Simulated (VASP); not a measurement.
Wanted: the native input for a VASP 6.6.1 run.

| Quantity | Value |
| --- | --- |
| Task | single point |
| Functional | LDA |
| Potentials or basis | VASP PAW LDA potentials, release 64 (Co_sv, Mo_sv) |
| Cutoff | 690 eV |
| k mesh | 14 × 14 × 8 |
| Occupations | fermi-dirac, width 0.05 eV |
| Spin | no spin polarisation |
| Dipole correction | no |
| Further INCAR settings | ALGO = Normal; EDIFF = 1e-06; NBANDS = 22 |

The structure of CoMo lies in POSCAR:

```
CoMo
1.0
    2.5528196062      0.0000000000      0.0000000000
   -1.2764098031      2.2108066302      0.0000000000
    0.0000000000      0.0000000000      3.9630084479
Co Mo
1 1
Direct
    0.6666666667      0.3333333333      0.5000000000
    0.3333333333      0.6666666667      0.0000000000
```

One way to write it, as run:

INCAR

```
PREC = Accurate
ENCUT = 690
EDIFF = 1E-6
ISMEAR = -1
SIGMA = 0.05
LREAL = False
LASPH = True
NELM = 120
ALGO = Normal
ISIF = 2
LWAVE = False
LCHARG = False
GGA = CA
NBANDS = 22
GGA_COMPAT = False
```

KPOINTS

```
Automatic mesh
0
Gamma
  14 14 8
```

Potentials or basis: VASP PAW LDA potentials, release 64 (Co_sv, Mo_sv).

Command:

```bash
$ cat potpaw_LDA.64/Co_sv/POTCAR potpaw_LDA.64/Mo_sv/POTCAR > POTCAR
$ mpirun -np 1 vasp_std > vasp.out
```

Results of the run:

| Property | Result |
| --- | --- |
| Pressure | 39.4 GPa |
| Band gap on the k mesh | zero (an odd number of electrons rules out a gap without spin polarisation) |

Caveat: the cell stands under pressure; the run has no spin polarisation, though such a crystal can be magnetic.

It took 44 s on 1 thread of Intel(R) Xeon(R) 6975P-C (Granite Rapids), on a shared host, peak memory 0.2 GiB.
